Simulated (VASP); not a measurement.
The system is TiSi2.

```
Ti Si
1.0
    -1.45297    1.68899    4.15516
     1.45297   -1.68899    4.15516
     1.45297    1.68899   -4.15516
Ti Si
1 2
Direct
  0.00000 0.00000 0.00000
  0.67008 0.67008 0.00000
  0.32992 0.32992 0.00000
```

Base run:

| Item | Value |
| --- | --- |
| Program | VASP 6.6.1 |
| Functional | PBEsol |
| Potentials or basis | VASP PAW PBE potentials, release 64 (Ti_sv, Si) |
| Cutoff | 520 eV |
| k mesh | 12 × 12 × 12 |
| Occupations | fermi-dirac, width 0.05 eV |
| Spin | no spin polarisation |

Its results: band gap on the k mesh zero (band 10 reaches 11.82 eV, above the bottom of band 11 at 9.37 eV); pressure 2.4 GPa; largest force 0.040 eV/Å.

Question: The run is repeated on the same cell with these changes: functional from PBEsol to PBE. What comes out?

Answer: Band gap on the k mesh zero (band 10 reaches 11.91 eV, above the bottom of band 11 at 9.46 eV); pressure 6.4 GPa; largest force 0.018 eV/Å.

PBE binds less tightly than PBEsol, so the same cell stands under more pressure.

Caveats: the PAW data sets were made with another functional, which shifts forces and pressure a little (some runs).
